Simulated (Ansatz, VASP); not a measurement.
**One calculation of SrC8, two programs**

```
CELL_PARAMETERS angstrom
4.98739 0.00000 0.00000
-2.49369 4.31920 0.00000
0.00000 0.00000 4.81801
ATOMIC_POSITIONS crystal
Sr 0.00000 0.00000 0.50000
C 0.33333 0.66667 0.00000
C 0.33451 0.16726 0.00000
C 0.83274 0.66549 0.00000
C 0.83274 0.16726 0.00000
C 0.16726 0.83274 0.00000
C 0.16726 0.33451 0.00000
C 0.66549 0.83274 0.00000
C 0.66667 0.33333 0.00000
```

Alike in both runs: task relaxation of cell and atoms; functional PBE; dispersion D3(BJ); k mesh 12 × 12 × 8; occupations gaussian, width 0.1 eV; no spin polarisation.

|  | VASP | Ansatz |
| --- | --- | --- |
| version | VASP 6.6.1 | Ansatz 0.2.0 |
| potentials or method | VASP PAW PBE potentials, release 64 (Sr_sv, C), cutoff 600 eV | scalar-relativistic, plane waves, PAW |
| valence electrons in the cell | 42 | 42 |

Ansatz gave:

| Quantity | Value |
| --- | --- |
| gap on the k mesh at the Fermi level, each at its own relaxed structure (eV) | none |
| relaxed volume (Å³/atom) | 11.56 |
| relaxed length of the cell vector where the two differ most in proportion (Å) | 4.832 |

Estimate VASP's values.

gap on the k mesh at the Fermi level, each at its own relaxed structure (eV): none; relaxed volume (Å³/atom): 11.56; relaxed length of the cell vector where the two differ most in proportion (Å): 4.835.

A gap of «none» marks a metal or a gap that the smearing closes.
